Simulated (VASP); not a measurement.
SrO, 4 atoms in the cell. The structure is hexagonal, space group P6/mmm (No. 191). Conventional cell: a = 3.237 Å, b = 3.237 Å, c = 7.838 Å, α = 90.00°, β = 90.00°, γ = 120.00°. Sr (site symmetry 6mm) has 6 O at 2.44 Å and 7 Sr at 3.15 to 3.24 Å within 3.3 Å. O (site symmetry -6m2) has 3 O at 1.87 Å and 6 Sr at 2.44 Å within 2.5 Å. The cell was generated, and may not be a known phase.

```yaml
Program: VASP 6.6.1
Task: single point
Functional: PBE
Potentials_or_basis: VASP PAW PBE potentials, release 64 (Sr_sv, O_h)
Cutoff: 1340 eV
k_mesh: 6 × 6 × 2
Occupations: gaussian, width 0.1 eV
Spin: no spin polarisation
Dipole_correction: no
Further_INCAR_settings: ALGO = Normal; EDIFF = 1e-06; NBANDS = 24
```

Potentials or basis: VASP PAW PBE potentials, release 64 (Sr_sv, O_h).

Launch:

```console
$ cat potpaw_PBE.64/Sr_sv/POTCAR potpaw_PBE.64/O_h/POTCAR > POTCAR
$ mpirun -np 1 vasp_std > vasp.out
```

Hardware: 1 thread of Intel(R) Xeon(R) 6975P-C (Granite Rapids), on a shared host.

Estimate the wall time of this run.

Run time: 2 min on 1 thread of Intel(R) Xeon(R) 6975P-C (Granite Rapids), with other jobs on the host, peak memory 0.42 GiB. Counts: scf iterations 17, k points 14.
